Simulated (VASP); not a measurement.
Here is a VASP 6.6.1 calculation.

File INCAR:

```
PREC = Accurate ; ENCUT = 520
EDIFF = 1E-6 ; ISMEAR = -1
SIGMA = 0.05 ; LREAL = False
LASPH = True ; NELM = 60
ALGO = Normal ; ISIF = 2
LWAVE = False ; LCHARG = False
GGA = PE ; ALDAC = 0.0
AGGAC = 0.0 ; NBANDS = 26
```

KPOINTS

```
regular mesh
0
Gamma
  7 7 4
```

POSCAR

```
CdSe
1.0
    4.3284776511      0.0000000000      0.0000000000
   -2.1642388256      3.7485716056      0.0000000000
    0.0000000000      0.0000000000      7.0664914211
Cd Se
2 2
Direct
    0.6666666667      0.3333333333      0.5000000000
    0.3333333333      0.6666666667      0.0000000000
    0.6666666667      0.3333333333      0.8850000000
    0.3333333333      0.6666666667      0.3850000000
```

Potentials or basis: VASP PAW PBE potentials, release 64 (Cd, Se).

The run is started by

```bash
$ cat potpaw_PBE.64/Cd/POTCAR potpaw_PBE.64/Se/POTCAR > POTCAR
$ mpirun -np 1 vasp_std > vasp.out
```

(1) Predict the pressure.

(2) What does it give for the band gap on the k mesh?

(3) What does it give for the largest force?

## Answers

(1) 9.9 GPa.

(2) 0.62 eV, direct.

(3) 0.320 eV/Å.
